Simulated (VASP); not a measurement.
# Hf3C4 (P1) in VASP: relaxation of cell and atoms with PBE

Aim: the relaxation of cell and atoms of Hf3C4 with PBE.

Program: VASP 6.6.1. These are calculated values, not measurements. Logs are shortened: lines on timing, memory, paths and dates and some standing lists are left out, and cuts for length are marked.

**1. The cell of the first run**

The typed cell holds 14 atoms: a = 6.578 Å, b = 6.578 Å, c = 6.578 Å, α = 60.00°, β = 60.00°, γ = 60.00°.

**2. Relaxation of cell and atoms, PBE**

INCAR

```
  PREC = Accurate
  ENCUT = 600
  EDIFF = 1E-6
  ISMEAR = 0
  SIGMA = 0.1
  LREAL = F
  LASPH = T
  NELM = 60
  ALGO = Normal
  ISIF = 3
  LWAVE = F
  LCHARG = F
  GGA = PE
  IBRION = 2
  NSW = 70
  EDIFFG = -0.04
  ISYM = 0
```

KPOINTS

```
Automatic mesh
0
Gamma
  3 3 3
```

POSCAR

```
Hf3C4
1.0
    0.0000000000      4.6514934443     -4.6514934443
    4.6514934443      4.6514934443      0.0000000000
    4.6514934443      0.0000000000     -4.6514934443
Hf C
6 8
Direct
    0.2565795119      0.7512013856      0.2417645564
    0.2488229881      0.2569918023      0.2505676153
    0.7545245634      0.7502710870      0.2412339956
    0.2508228991      0.7523739901      0.7482964741
    0.2445129179      0.2534376070      0.7526728947
    0.7565139446      0.2493142770      0.7491059275
    0.4984665266      0.5067263774      0.9982325989
    0.5033416272      0.9984362728      0.9977502100
    0.9973119306      0.4970672371      0.0015336205
    0.9988840624      0.9955156789      0.0042421956
    0.4971233398      0.4981649866      0.5031359077
    0.4979507381      0.9951637532      0.5033147301
    0.9982851677      0.5031891667      0.5060594001
    0.0043271628      0.0008137321      0.4955279504
```

Potentials or basis: VASP PAW PBE potentials, release 64 (Hf_pv, C).

The run is started by

```
cat potpaw_PBE.64/Hf_pv/POTCAR potpaw_PBE.64/C/POTCAR > POTCAR
mpirun -np 1 vasp_std > vasp.out
```

OUTCAR:

```text
PREC = Accurate
   ENCUT = 600
   EDIFF = 1E-6
   ISMEAR = 0
   LREAL = F
   LASPH = T
   NELM = 60
   ISIF = 3
   GGA = PE
   IBRION = 2
   NSW = 70
   EDIFFG = -0.04
   ISYM = 0

 ion  position               nearest neighbor table
   1  0.257  0.751  0.242-   7 2.27   8 2.30  10 2.30  11 2.34  14 2.34  13 2.36   2 3.25   5 3.26
                             4 3.26   3 3.27   3 3.31   4 3.32   5 3.32   2 3.33
   2  0.249  0.257  0.251-   7 2.32   9 2.33  14 2.33  13 2.33  12 2.34   8 2.38   1 3.25   3 3.25
                             6 3.26   5 3.28   4 3.28   4 3.30   5 3.30   6 3.32   3 3.33   1 3.33
   3  0.755  0.750  0.241-  10 2.28   9 2.29   8 2.30  12 2.36  13 2.37  11 2.37   2 3.25   4 3.25
                             6 3.26   1 3.27   1 3.31   6 3.32   4 3.32   2 3.33
   4  0.251  0.752  0.748-  12 2.28   7 2.31  10 2.32  14 2.32  11 2.32   9 2.37   3 3.25   6 3.26
                             1 3.26   2 3.28   5 3.29   5 3.29   2 3.30   1 3.32   6 3.32   3 3.32
   5  0.245  0.253  0.753-   9 2.29  13 2.29  11 2.31  10 2.34   8 2.34  12 2.36   6 3.24   1 3.26
                             2 3.28   4 3.29   4 3.29   2 3.30   1 3.32   6 3.34
   6  0.757  0.249  0.749-  13 2.31  10 2.31  14 2.34   8 2.34  11 2.35   7 2.36   5 3.24   2 3.26
                             4 3.26   3 3.26   4 3.32   3 3.32   2 3.32   5 3.34
   7  0.498  0.507  0.998-   1 2.27   4 2.31   2 2.32   6 2.36
   8  0.503  0.998  0.998-   1 2.30   3 2.30   5 2.34   6 2.34   2 2.38
   9  0.997  0.497  0.002-   5 2.29   3 2.29   2 2.33   4 2.37
  10  0.999  0.996  0.004-   3 2.28   1 2.30   6 2.31   4 2.32   5 2.34
  11  0.497  0.498  0.503-   5 2.31   4 2.32   1 2.34   6 2.35   3 2.37
  12  0.498  0.995  0.503-   4 2.28   2 2.34   3 2.36   5 2.36
  13  0.998  0.503  0.506-   5 2.29   6 2.31   2 2.33   1 2.36   3 2.37
  14  0.004  0.001  0.496-   4 2.32   2 2.33   6 2.34   1 2.34

IMPORTANT INFORMATION: All symmetrisations will be switched off!
NOSYMM: (Re-)initialisation of all symmetry stuff for point group C_1.

----------------------------------------------------------------------------------------

                                     Primitive cell

  volume of cell :     201.2831

  direct lattice vectors                    reciprocal lattice vectors
     0.000000000  4.651493444 -4.651493444    -0.107492358  0.107492358 -0.107492358
     4.651493444  4.651493444  0.000000000     0.107492358  0.107492358  0.107492358
     4.651493444  0.000000000 -4.651493444     0.107492358 -0.107492358 -0.107492358

  length of vectors
     6.578205114  6.578205114  6.578205114     0.186182226  0.186182226  0.186182226

  position of ions in fractional coordinates (direct lattice)
     0.256579512  0.751201386  0.241764556
     0.248822988  0.256991802  0.250567615
     0.754524563  0.750271087  0.241233996
     0.250822899  0.752373990  0.748296474
     0.244512918  0.253437607  0.752672895
     0.756513945  0.249314277  0.749105927
     0.498466527  0.506726377  0.998232599
     0.503341627  0.998436273  0.997750210
     0.997311931  0.497067237  0.001533620
     0.998884062  0.995515679  0.004242196
     0.497123340  0.498164987  0.503135908
     0.497950738  0.995163753  0.503314730
     0.998285168  0.503189167  0.506059400
     0.004327163  0.000813732  0.495527950

  ion indices of the primitive-cell ions
   primitive index   ion index
                 1           1
                 2           2
                 3           3
                 4           4
                 5           5
                 6           6
                 7           7
                 8           8
                 9           9
                10          10
                11          11
                12          12
                13          13
                14          14

----------------------------------------------------------------------------------------

 KPOINTS: Automatic mesh

Automatic generation of k-mesh.
 Grid dimensions read from file:
 generate k-points for:    3    3    3

 Generating k-lattice:

  Cartesian coordinates                     Fractional coordinates (reciprocal lattice)
    -0.035830786  0.035830786 -0.035830786     0.333333333  0.000000000  0.000000000
     0.035830786  0.035830786  0.035830786     0.000000000  0.333333333  0.000000000
     0.035830786 -0.035830786 -0.035830786     0.000000000  0.000000000  0.333333333

  Length of vectors
     0.062060742  0.062060742  0.062060742

  Shift w.r.t. Gamma in fractional coordinates (k-lattice)
     0.000000000  0.000000000  0.000000000

 Subroutine IBZKPT returns following result:
 ===========================================

 Found     14 irreducible k-points:

 Following reciprocal coordinates:
            Coordinates               Weight
  0.000000  0.000000  0.000000      1.000000
  0.333333  0.000000  0.000000      2.000000
  0.000000  0.333333  0.000000      2.000000
  0.000000  0.000000  0.333333      2.000000
  0.333333  0.333333  0.333333      2.000000
  0.333333  0.333333  0.000000      2.000000
  0.000000  0.333333  0.333333      2.000000
  0.333333  0.000000  0.333333      2.000000
 -0.333333  0.333333  0.000000      2.000000
  0.000000 -0.333333  0.333333      2.000000
  0.333333  0.000000 -0.333333      2.000000
  0.333333  0.333333 -0.333333      2.000000
 -0.333333  0.333333 -0.333333      2.000000
  0.333333 -0.333333 -0.333333      2.000000
   k-points           NKPTS =     14   k-points in BZ     NKDIM =     14   number of bands    NBANDS=     55
   number of dos      NEDOS =    301   number of ions     NIONS =     14
   total plane-waves  NPLWV = 157464
   dimension x,y,z NGX =    54 NGY =   54 NGZ =   54
   dimension x,y,z NGXF=   108 NGYF=  108 NGZF=  108
   ions per type =               6   8
   NGX,Y,Z   is equivalent  to a cutoff of  13.65, 13.65, 13.65 a.u.
   NGXF,Y,Z  is equivalent  to a cutoff of  27.29, 27.29, 27.29 a.u.
 SYSTEM =  unknown system
   PREC   = accura    normal or accurate (medium, high low for compatibility)
   ISTART =      0    job   : 0-new  1-cont  2-samecut
   ICHARG =      2    charge: 1-file 2-atom 10-const
   ISPIN  =      1    spin polarized calculation?
   LNONCOLLINEAR =      F non collinear calculations
   LSORBIT =      F    spin-orbit coupling
   LASPH  =      T    aspherical Exc in radial PAW
   ENCUT  =  600.0 eV  44.10 Ry    6.64 a.u.  13.14 13.14 13.14*2*pi/ulx,y,z
   NELM   =     60;   NELMIN=  2; NELMDL= -5     # of ELM steps
   EDIFF  = 0.1E-05   stopping-criterion for ELM
   LREAL  =      F    real-space projection
   EDIFFG = -.4E-01   stopping-criterion for IOM
   NSW    =     70    number of steps for IOM
   IBRION =      2    ionic relax: 0-MD 1-quasi-New 2-CG
   NFREE  =      1    steps in history (QN), initial steepest desc. (CG)
   ISIF   =      3    stress and relaxation
   ISYM   =      0    0-nonsym 1-usesym 2-fastsym
   POTIM  = 0.5000    time-step for ionic-motion
   TEBEG  =    0.0;   TEEND  =   0.0 temperature during run
   PSTRESS=    0.0 pullay stress
   NELECT =      92.0000    total number of electrons
   NUPDOWN=      -1.0000    fix difference up-down
   EMIN   =  10.00;   EMAX   =-10.00  energy-range for DOS
   EFERMI =   0.00;   METHOD = LEGACY
   ISMEAR =     0;   SIGMA  =   0.10  broadening in eV -4-tet -1-fermi 0-gaus
   EFERMI_NEDOS =   21; number of points for ismear=-14 and -15
   IALGO  =     38    algorithm
   IMIX   =      4    mixing-type and parameters
     AMIX     =   0.40;   BMIX     =  1.00
     AMIX_MAG =   1.60;   BMIX_MAG =  1.00
  volume/ion in A,a.u.               =      14.38        97.02
  Fermi-wavevector in a.u.,A,eV,Ry     =   1.261058  2.383054 21.636897  1.590267
  Thomas-Fermi vector in A             =   2.394536
   LORBIT       =      0    0 simple, 1 ext, 2 COOP (PROOUT), +10 PAW based schemes
   GGA     = PE    functional components
   LHFCALC =     F    Hartree Fock is set to
   AEXX    =    0.0000 exact exchange contribution
   IVDW    =     0    specifies the selected vdW correction
   LEPSILON=     F    determine dielectric tensor
   LRPA    =     F    only Hartree local field effects (RPA)
 conjugate gradient relaxation of ions
 non-spin polarized calculation
 Gauss-broadening in eV      SIGMA  =   0.10
  energy-cutoff  :      600.00
  volume of cell :      201.28
 maximum number of plane-waves:      6745
 NGX is ok and might be reduce to    54
   NGX = 27   NGY = 27   NGZ = 27

--------------------------------------- Ionic step        1  -------------------------------------------

 number of electron      92.0000000 magnetization

 Free energy of the ion-electron system (eV)
  ---------------------------------------------------
  ext. energy  EPLUGINS =         0.00000000
  ---------------------------------------------------
  free energy    TOTEN  =      -128.96697015 eV

  energy without entropy =     -128.91530450  energy(sigma->0) =     -128.94113732

------------------------ aborting loop because EDIFF is reached ----------------------------------------

  FORCE on cell =-STRESS in cart. coord.  units (eV):
  Direction    XX          YY          ZZ          XY          YZ          ZX
  --------------------------------------------------------------------------------------
  -------------------------------------------------------------------------------------
  Total       -7.7339571     -7.4779169     -7.6008825     -0.0782459      4.6224237      0.3036826
  in kB      -61.5609208    -59.5228859    -60.5016708     -0.6228235     36.7936688      2.4172597
  external PRESSURE =     -60.5284925 kB  Pullay stress =       0.0000000 kB
[... 125 lines left out ...]
  FREE ENERGIE OF THE ION-ELECTRON SYSTEM (eV)
  ---------------------------------------------------
  free  energy   TOTEN  =      -129.5364609575 eV

  energy  without entropy=     -129.4873715632  energy(sigma->0) =     -129.51191626

[... ionic steps 4 to 10 ...]

--------------------------------------- Ionic step       11  -------------------------------------------

 number of electron      92.0000003 magnetization

------------------------ aborting loop because EDIFF is reached ----------------------------------------

  FORCE on cell =-STRESS in cart. coord.  units (eV):
  Direction    XX          YY          ZZ          XY          YZ          ZX
  --------------------------------------------------------------------------------------
  -------------------------------------------------------------------------------------
  Total       -0.3595662     -0.5191370     -0.4991496     -0.0035026      0.0944042      0.0101877
  in kB       -2.8804805     -4.1588003     -3.9986814     -0.0280591      0.7562709      0.0816136
  external PRESSURE =      -3.6793207 kB  Pullay stress =       0.0000000 kB
[... 81 lines left out ...]
  energy  without entropy=     -129.8451257636  energy(sigma->0) =     -129.87274921

--------------------------------------- Ionic step       13  -------------------------------------------

 number of electron      92.0000002 magnetization

 Free energy of the ion-electron system (eV)
  ---------------------------------------------------
  ext. energy  EPLUGINS =         0.00000000
  ---------------------------------------------------
  free energy    TOTEN  =      -129.90064032 eV

  energy without entropy =     -129.84506467  energy(sigma->0) =     -129.87285250

 E-fermi :   3.5098     XC(G=0): -11.0862

 val. band max:        3.4578324031   @ k =  -0.3333   0.3333  -0.3333
 cond. band min:       3.5116674158   @ k =  -0.3333   0.3333   0.0000
 fundamental gap:      0.0538350127
 Fermi energy:         3.5098280736

 k-point     1 :       0.0000    0.0000    0.0000
  band No.  band energies     occupation
      1     -26.2831      2.00000
      2     -26.2330      2.00000
      3     -26.1977      2.00000
      4     -26.0887      2.00000
      5     -26.0657      2.00000
      6     -26.0479      2.00000
[... 842 lines left out ...]
  FREE ENERGIE OF THE ION-ELECTRON SYSTEM (eV)
  ---------------------------------------------------
  free  energy   TOTEN  =      -129.9006403194 eV

  energy  without entropy=     -129.8450646738  energy(sigma->0) =     -129.87285250

 reached required accuracy - stopping structural energy minimisation
```

It took 31 min on 1 thread of AMD EPYC 9R45 (Zen 5), shared host; peak memory 0.47 GiB.

What came out:

```yaml
Free_energy: -129.9006 eV
Relaxed_volume: 14.25 Å³/atom
Relaxed_cell: a = 6.483 Å, b = 6.555 Å, c = 6.555 Å, α = 61.02°, β = 60.37°, γ = 60.37°
Space_group_after_relaxing_to_0.1_Å: Cmmm (No. 65)
Energy_gained_by_relaxing: 66.7 meV/atom
Ionic_steps: 13
Pressure_after_relaxing: 0.1 GPa
Largest_force_after_relaxing: 0.036 eV/Å
Band_gap_on_the_k_mesh: zero (bands 46 and 47 overlap by 0.68 eV)
```

Forces in eV/Å, atoms in the order of the input:
```
Hf   0.012  0.001 -0.004
Hf  -0.015  0.002  0.033
Hf  -0.002 -0.001 -0.002
Hf  -0.004 -0.007  0.015
Hf   0.006  0.001 -0.008
Hf  -0.005 -0.004 -0.002
C    0.005 -0.031 -0.001
C   -0.011 -0.006  0.004
C   -0.001  0.016 -0.020
C    0.016  0.008 -0.011
C   -0.019  0.004  0.001
C    0.003  0.011  0.005
C    0.018  0.003  0.000
C   -0.003  0.002 -0.010
```

Stress tensor (GPa, compression positive):
```
 0.28  0.00 -0.01
 0.00 -0.05  0.01
-0.01  0.01 -0.04
```

Step by step:
| step | energy change (eV) | largest force (eV/Å) | pressure (GPa) | volume (Å³) |
| --- | --- | --- | --- | --- |
| 1 | 0.0000 | 1.7431 | -6.05 | 201.28 |
| 2 | -0.4009 | 0.4908 | 11.84 | 185.82 |
| 3 | -0.5695 | 0.8802 | 4.81 | 191.06 |
| 4 | -0.8729 | 0.4229 | 0.71 | 197.22 |
| 5 | -0.8801 | 0.4016 | 0.07 | 198.33 |
| 6 | -0.9208 | 0.1570 | -0.03 | 199.22 |
| 7 | -0.9214 | 0.2172 | -0.04 | 199.35 |
| 8 | -0.9302 | 0.0795 | 0.13 | 199.44 |
| 9 | -0.9303 | 0.0783 | 0.15 | 199.44 |
| 10 | -0.9321 | 0.0602 | -0.22 | 199.84 |
| 11 | -0.9323 | 0.0673 | -0.37 | 200.00 |
| 12 | -0.9334 | 0.0436 | -0.14 | 199.74 |
| 13 | -0.9337 | 0.0364 | 0.06 | 199.54 |

Final structure:
```cif
data_structure
_symmetry_space_group_name_H-M 'P 1'
_symmetry_Int_Tables_number 1
_cell_length_a 6.4825
_cell_length_b 6.5552
_cell_length_c 6.5547
_cell_angle_alpha 61.020
_cell_angle_beta 60.366
_cell_angle_gamma 60.365
_cell_volume 199.54
loop_
_atom_site_label
_atom_site_type_symbol
_atom_site_fract_x
_atom_site_fract_y
_atom_site_fract_z
_atom_site_occupancy
Hf1 Hf 0.25066 0.75065 0.24934 1
Hf2 Hf 0.25086 0.25061 0.24966 1
Hf3 Hf 0.75050 0.75058 0.24963 1
Hf4 Hf 0.25038 0.75052 0.74967 1
Hf5 Hf 0.25049 0.25055 0.74958 1
Hf6 Hf 0.75052 0.25076 0.74943 1
C1 C 0.47713 0.50099 0.99907 1
C2 C 0.49292 0.00845 0.00722 1
C3 C 0.02398 0.50046 0.99973 1
C4 C 0.00806 0.99282 0.99182 1
C5 C 0.49260 0.50833 0.50742 1
C6 C 0.47648 0.00024 0.49989 1
C7 C 0.00843 0.49285 0.49167 1
C8 C 0.02446 0.00083 0.49932 1
```

Caveat: the k points lie up to 0.39 Å⁻¹ apart in the final cell, too coarse for converged energies and pressures of a metal; spin-orbit coupling is left out, which moves the levels of the heavy elements.
